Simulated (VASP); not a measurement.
# TaN in VASP: a series of runs

The runs below take TaN through single point, with PBE, LDA, LDA+U.

Everything below comes from runs of VASP 6.6.1. Logs are shortened: lines on timing, memory, paths and dates and some standing lists are left out, and cuts for length are marked.

## 1. The cell of the first run

The typed cell holds 2 atoms: a = 2.938 Å, b = 2.938 Å, c = 2.883 Å, α = 90.00°, β = 90.00°, γ = 120.00°.

## 2. Single point, PBE (atoms moved at random)

INCAR

```
PREC = Accurate
ENCUT = 520
EDIFF = 1E-6
ISMEAR = -1
SIGMA = 0.05
LREAL = F
LASPH = T
NELM = 100
ALGO = Normal
ISIF = 2
LWAVE = F
LCHARG = F
GGA = PE
NBANDS = 15
```

KPOINTS

```
regular mesh
0
Gamma
  10 10 9
```

POSCAR

```
TaN
1.0
    2.9380000000      0.0000000000      0.0000000000
   -1.4690000000      2.5443826363      0.0000000000
    0.0000000000      0.0000000000      2.8830000000
Ta N
1 1
Direct
    0.0114440000      0.0083290000      0.4832640000
    0.6525550000      0.3388060000      0.0058730000
```

Potentials or basis: VASP PAW PBE potentials, release 64 (Ta_pv, N).

Started as:

```console
cat potpaw_PBE.64/Ta_pv/POTCAR potpaw_PBE.64/N/POTCAR > POTCAR
mpirun -np 1 vasp_std > vasp.out
```

OUTCAR:

```text
PREC = Accurate
   ENCUT = 520
   EDIFF = 1E-6
   ISMEAR = -1
   LREAL = F
   LASPH = T
   NELM = 100
   ISIF = 2
   GGA = PE

 ion  position               nearest neighbor table
   1  0.011  0.008  0.483-   2 2.13   2 2.19   2 2.22   2 2.23   2 2.28   2 2.31
   2  0.653  0.339  0.006-   1 2.13   1 2.19   1 2.22   1 2.23   1 2.28   1 2.31

  LATTYP: Found a hexagonal cell.
 ALAT       =     2.9380000000
 C/A-ratio  =     0.9812797822

  Lattice vectors:

 A1 = (   2.9380000000,   0.0000000000,   0.0000000000)
 A2 = (  -1.4690000000,   2.5443826363,   0.0000000000)
 A3 = (   0.0000000000,   0.0000000000,   2.8830000000)

Analysis of symmetry for initial positions (statically):
=====================================================================
 Subroutine PRICEL returns:
 Original cell was already a primitive cell.

 Routine SETGRP: Setting up the symmetry group for a
 hexagonal supercell.

 Subroutine GETGRP returns: Found  1 space group operations
 (whereof  1 operations were pure point group operations)
 out of a pool of 24 trial point group operations.

The static configuration has the point symmetry C_1 .

Analysis of symmetry for dynamics (positions and initial velocities):
=====================================================================
 Subroutine PRICEL returns:
 Original cell was already a primitive cell.

 Routine SETGRP: Setting up the symmetry group for a
 hexagonal supercell.

 Subroutine GETGRP returns: Found  1 space group operations
 (whereof  1 operations were pure point group operations)
 out of a pool of 24 trial point group operations.

The dynamic configuration has the point symmetry C_1 .

 Subroutine INISYM returns: Found  1 space group operations
 (whereof  1 operations are pure point group operations),
 and found     1 'primitive' translations

----------------------------------------------------------------------------------------

                                     Primitive cell

  volume of cell :      21.5516

  direct lattice vectors                    reciprocal lattice vectors
     2.938000000  0.000000000  0.000000000     0.340367597  0.196511324  0.000000000
    -1.469000000  2.544382636  0.000000000     0.000000000  0.393022648  0.000000000
     0.000000000  0.000000000  2.883000000     0.000000000  0.000000000  0.346860909

  length of vectors
     2.938000000  2.938000000  2.883000000     0.393022648  0.393022648  0.346860909

  position of ions in fractional coordinates (direct lattice)
     0.011444000  0.008329000  0.483264000
     0.652555000  0.338806000  0.005873000

  ion indices of the primitive-cell ions
   primitive index   ion index
                 1           1
                 2           2

----------------------------------------------------------------------------------------

 KPOINTS: regular mesh

Automatic generation of k-mesh.
 Grid dimensions read from file:
 generate k-points for:   10   10    9

 Generating k-lattice:

  Cartesian coordinates                     Fractional coordinates (reciprocal lattice)
     0.034036760  0.019651132  0.000000000     0.100000000  0.000000000  0.000000000
     0.000000000  0.039302265  0.000000000     0.000000000  0.100000000  0.000000000
     0.000000000  0.000000000  0.038540101     0.000000000  0.000000000  0.111111111

  Length of vectors
     0.039302265  0.039302265  0.038540101

  Shift w.r.t. Gamma in fractional coordinates (k-lattice)
     0.000000000  0.000000000  0.000000000

 Subroutine IBZKPT returns following result:
 ===========================================

 Found    452 irreducible k-points:

 Following reciprocal coordinates:
            Coordinates               Weight
  0.000000  0.000000  0.000000      1.000000
  0.100000 -0.000000  0.000000      2.000000
  0.000000  0.100000  0.000000      2.000000
 -0.100000  0.100000  0.000000      2.000000
  0.200000 -0.000000  0.000000      2.000000
  0.000000  0.200000  0.000000      2.000000
[... 16 lines left out ...]
 -0.200000  0.300000  0.000000      2.000000
  0.100000  0.200000  0.000000      2.000000
 [... further k-points ...]
   k-points           NKPTS =    452   k-points in BZ     NKDIM =    452   number of bands    NBANDS=     15
   number of dos      NEDOS =    301   number of ions     NIONS =      2
   total plane-waves  NPLWV =  13824
   dimension x,y,z NGX =    24 NGY =   24 NGZ =   24
   dimension x,y,z NGXF=    48 NGYF=   48 NGZF=   48
   ions per type =               1   1
   NGX,Y,Z   is equivalent  to a cutoff of  13.58, 13.58, 13.84 a.u.
   NGXF,Y,Z  is equivalent  to a cutoff of  27.16, 27.16, 27.68 a.u.
 SYSTEM =  unknown system
   PREC   = accura    normal or accurate (medium, high low for compatibility)
   ISTART =      0    job   : 0-new  1-cont  2-samecut
   ICHARG =      2    charge: 1-file 2-atom 10-const
   ISPIN  =      1    spin polarized calculation?
   LNONCOLLINEAR =      F non collinear calculations
   LSORBIT =      F    spin-orbit coupling
   LASPH  =      T    aspherical Exc in radial PAW
   ENCUT  =  520.0 eV  38.22 Ry    6.18 a.u.   5.46  5.46  5.36*2*pi/ulx,y,z
   NELM   =    100;   NELMIN=  2; NELMDL= -5     # of ELM steps
   EDIFF  = 0.1E-05   stopping-criterion for ELM
   LREAL  =      F    real-space projection
   EDIFFG = 0.1E-04   stopping-criterion for IOM
   NSW    =      0    number of steps for IOM
   IBRION =     -1    ionic relax: 0-MD 1-quasi-New 2-CG
   NFREE  =      0    steps in history (QN), initial steepest desc. (CG)
   ISIF   =      2    stress and relaxation
   ISYM   =      2    0-nonsym 1-usesym 2-fastsym
   POTIM  = 0.5000    time-step for ionic-motion
   TEBEG  =    0.0;   TEEND  =   0.0 temperature during run
   PSTRESS=    0.0 pullay stress
   NELECT =      16.0000    total number of electrons
   NUPDOWN=      -1.0000    fix difference up-down
   EMIN   =  10.00;   EMAX   =-10.00  energy-range for DOS
   EFERMI =   0.00;   METHOD = LEGACY
   ISMEAR =    -1;   SIGMA  =   0.05  broadening in eV -4-tet -1-fermi 0-gaus
   EFERMI_NEDOS =   21; number of points for ismear=-14 and -15
   IALGO  =     38    algorithm
   IMIX   =      4    mixing-type and parameters
     AMIX     =   0.40;   BMIX     =  1.00
     AMIX_MAG =   1.60;   BMIX_MAG =  1.00
  volume/ion in A,a.u.               =      10.78        72.72
  Fermi-wavevector in a.u.,A,eV,Ry     =   1.482365  2.801264 29.897531  2.197407
  Thomas-Fermi vector in A             =   2.596160
   LORBIT       =      0    0 simple, 1 ext, 2 COOP (PROOUT), +10 PAW based schemes
   GGA     = PE    functional components
   LHFCALC =     F    Hartree Fock is set to
   AEXX    =    0.0000 exact exchange contribution
   IVDW    =     0    specifies the selected vdW correction
   LEPSILON=     F    determine dielectric tensor
   LRPA    =     F    only Hartree local field effects (RPA)
 non-spin polarized calculation
  energy-cutoff  :      520.00
  volume of cell :       21.55
 maximum number of plane-waves:       599
 NGX is ok and might be reduce to    24
   NGX = 11   NGY = 11   NGZ = 11

 number of electron      16.0000000 magnetization

 Free energy of the ion-electron system (eV)
  ---------------------------------------------------
  ext. energy  EPLUGINS =         0.00000000
  ---------------------------------------------------
  free energy    TOTEN  =       -22.37595071 eV

  energy without entropy =      -22.37554748  energy(sigma->0) =      -22.37574910

 E-fermi :   8.2896     XC(G=0): -13.3418

 val. band max:        8.2211730509   @ k =   0.0000   0.0000   0.4444
 cond. band min:       8.3455175682   @ k =   0.0000   0.0000   0.3333
 fundamental gap:      0.1243445173
 Fermi energy:         8.2896026278

 k-point     1 :       0.0000    0.0000    0.0000
  band No.  band energies     occupation
      1     -26.5878      2.00000
      2     -26.3271      2.00000
      3     -26.3202      2.00000
      4      -9.5275      2.00000
      5       3.5442      2.00000
      6       3.6636      2.00000
      7       4.0038      2.00000
      8       5.5131      2.00000
      9      10.3228      0.00000
     10      11.5249      0.00000
     11      12.0623      0.00000
     12      12.3215      0.00000
     13      12.4995      0.00000
     14      21.2624      0.00000
     15      21.6646      0.00000

 k-point     2 :       0.1000   -0.0000    0.0000
  band No.  band energies     occupation
      1     -26.5742      2.00000
      2     -26.4280      2.00000
      3     -26.3497      2.00000
      4      -9.3154      2.00000
      5       3.0511      2.00000
      6       3.7593      2.00000
      7       4.1877      2.00000
      8       5.2465      2.00000
      9      10.8107      0.00000
     10      11.3680      0.00000
     11      12.0138      0.00000
     12      12.4300      0.00000
     13      12.6553      0.00000
     14      21.4067      0.00000
     15      21.6809      0.00000

 k-point     3 :       0.0000    0.1000    0.0000
  band No.  band energies     occupation
      1     -26.5745      2.00000
      2     -26.4308      2.00000
      3     -26.3457      2.00000
      4      -9.3234      2.00000
      5       3.0466      2.00000
      6       3.7486      2.00000
      7       4.2104      2.00000
      8       5.2815      2.00000
      9      10.8815      0.00000
     10      11.3514      0.00000
     11      11.9764      0.00000
     12      12.3620      0.00000
     13      12.6627      0.00000
     14      21.2645      0.00000
     15      21.6594      0.00000

 k-point     4 :      -0.1000    0.1000    0.0000
  band No.  band energies     occupation
      1     -26.5747      2.00000
      2     -26.4317      2.00000
      3     -26.3436      2.00000
      4      -9.3300      2.00000
      5       3.0281      2.00000
      6       3.8199      2.00000
      7       4.1662      2.00000
      8       5.3039      2.00000
      9      10.8563      0.00000
     10      11.5856      0.00000
     11      11.8589      0.00000
     12      12.2538      0.00000
     13      12.6354      0.00000
     14      21.1481      0.00000
     15      21.6514      0.00000
[... 307 lines left out ...]
 k-point    22 :      -0.3000    0.2000    0.0000
  band No.  band energies     occupation
      1     -26.8851      2.00000
      2     -26.5100      2.00000
      3     -26.4781      2.00000
      4      -8.3465      2.00000
      5       1.3512      2.00000
      6       3.9470      2.00000
      7       4.2785      2.00000
      8       5.4101      2.00000
      9      10.1111      0.00000
     10      11.3885      0.00000
     11      12.5004      0.00000
     12      13.5613      0.00000
     13      13.8744      0.00000
     14      21.4125      0.00000
     15      21.6601      0.00000

 k-point    23 :      -0.2000    0.3000    0.0000
  band No.  band energies     occupation
      1     -26.8816      2.00000
      2     -26.5114      2.00000
      3     -26.4772      2.00000
      4      -8.3730      2.00000
      5       1.3388      2.00000
      6       4.0189      2.00000
      7       4.2956      2.00000
      8       5.4563      2.00000
      9      10.2298      0.00000
     10      11.2279      0.00000
     11      12.5082      0.00000
     12      13.5321      0.00000
     13      13.8064      0.00000
     14      21.1858      0.00000
     15      21.6443      0.00000

 k-point    24 :       0.1000    0.2000    0.0000
  band No.  band energies     occupation
      1     -26.8898      2.00000
      2     -26.5087      2.00000
      3     -26.4792      2.00000
      4      -8.3029      2.00000
      5       1.3210      2.00000
      6       3.8544      2.00000
      7       4.2372      2.00000
      8       5.4113      2.00000
      9      10.0043      0.00000
     10      11.4949      0.00000
     11      12.4476      0.00000
     12      13.7168      0.00000
     13      14.0162      0.00000
     14      21.5833      0.00000
     15      21.7750      0.00000

 [... further k-points ...]
[... 5 lines left out ...]
  --------------------------------------------------------------------------------------
  -------------------------------------------------------------------------------------
  Total        0.8958177      0.7961442      1.1384479      0.1663937     -0.0415596     -0.2315153
  in kB       66.5964928     59.1866101     84.6340026     12.3699697     -3.0896092    -17.2112092
  external PRESSURE =      70.1390352 kB  Pullay stress =       0.0000000 kB

 VOLUME and BASIS-vectors are now :
 -----------------------------------------------------------------------------
  energy-cutoff  :      520.00
  volume of cell :       21.55
      direct lattice vectors                 reciprocal lattice vectors
     2.938000000  0.000000000  0.000000000     0.340367597  0.196511324  0.000000000
    -1.469000000  2.544382636  0.000000000     0.000000000  0.393022648  0.000000000
     0.000000000  0.000000000  2.883000000     0.000000000  0.000000000  0.346860909

 POSITION                                       TOTAL-FORCE (eV/Angst)
 -----------------------------------------------------------------------------------
      0.02139      0.02119      1.39325        -0.959503     -0.135638      0.958320
      1.41950      0.86205      0.01693         0.959503      0.135638     -0.958320
 -----------------------------------------------------------------------------------
    total drift:                               -0.000095     -0.000089      0.000159

  FREE ENERGIE OF THE ION-ELECTRON SYSTEM (eV)
  ---------------------------------------------------
  free  energy   TOTEN  =       -22.3759507133 eV

  energy  without entropy=      -22.3755474833  energy(sigma->0) =      -22.37574910
```

It took 37 s on 1 thread of Intel Xeon 6975P-C (Granite Rapids), shared host; peak memory 0.25 GiB.

Results:

* Free energy: -22.3760 eV
* Pressure: 7.0 GPa
* Largest force: 1.363 eV/Å
* Band gap on the k mesh: zero (band 8 reaches 8.35 eV, above the bottom of band 9 at 8.22 eV)

Forces in eV/Å, atoms in the order of the input:
```
Ta  -0.960 -0.136  0.958
N    0.960  0.136 -0.958
```

Levels at points of the mesh, in eV from the Fermi level:
```
           k point  band 4  band 5  band 6  band 7  band 8  band 9  band 10  band 11  band 12  band 13
(0.00, 0.00, 0.00)  -17.82   -4.75   -4.63   -4.29   -2.78    2.03     3.24     3.77     4.03     4.21
(0.50, 0.00, 0.00)  -15.41   -8.49   -5.42   -3.63   -3.07    3.06     3.93     5.20     5.48     7.59
(0.00, 0.50, 0.00)  -15.54   -8.30   -5.23   -3.94   -2.77    2.97     3.97     5.07     5.29     7.55
(0.50, 0.50, 0.00)  -15.65   -8.16   -5.07   -3.73   -3.03    2.96     4.01     4.67     5.32     7.57
```

Caveat: the cell differs from its parent crystal (atoms moved at random); spin-orbit coupling is left out, which moves the levels of the heavy elements; forces of over 1 eV/Å act on the atoms, so gaps and moduli don't describe the material at rest.

## 3. Single point, LDA

INCAR

```
SYSTEM = TaN
PREC = Accurate
ENCUT = 520
EDIFF = 1E-7
ISMEAR = -1
SIGMA = 0.05
LREAL = .FALSE.
LASPH = .TRUE.
NELM = 80
ALGO = Normal
ISIF = 2
LWAVE = .FALSE.
LCHARG = .FALSE.
NBANDS = 15
```

KPOINTS

```
Automatic mesh
0
G
  10 10 9
  0 0 0
```

POSCAR

```
TaN
1.0
    2.9380000000      0.0000000000      0.0000000000
   -1.4690000000      2.5443826363      0.0000000000
    0.0000000000      0.0000000000      2.8830000000
Ta N
1 1
Direct
    0.0000000000      0.0000000000      0.5000000000
    0.6666666667      0.3333333333      0.0000000000
```

Potentials or basis: VASP PAW LDA potentials, release 64 (Ta_pv, N).

Started as:

```console
cat potpaw_LDA.64/Ta_pv/POTCAR potpaw_LDA.64/N/POTCAR > POTCAR
mpirun -np 1 vasp_std > vasp.out
```

Run time: 8.4 s. Hardware: 1 thread of Intel Xeon Platinum 8488C (Sapphire Rapids), shared host; peak memory 0.14 GiB.

It converged, with:

```yaml
Free_energy: -24.7011 eV
Pressure: -9.8 GPa
Band_gap_on_the_k_mesh: zero (band 8 reaches 8.30 eV, above the bottom of band 9 at 8.01 eV)
```

Stress tensor (GPa, compression positive):
```
 -9.34   0.00   0.00
  0.00  -9.34   0.00
  0.00   0.00 -10.74
```

Levels at points of the mesh, in eV from the Fermi level:
```tsv
k point	band 5	band 6	band 7	band 8	band 9	band 10	band 11	band 12
(0.00, 0.00, 0.00)	-4.57	-4.57	-4.23	-2.90	2.34	3.55	3.55	3.90
(0.50, 0.00, 0.00)	-8.27	-5.22	-3.51	-3.16	2.91	4.00	5.15	5.24
```

Caveat: spin-orbit coupling is left out, which moves the levels of the heavy elements.

[end of part 1 of 2]
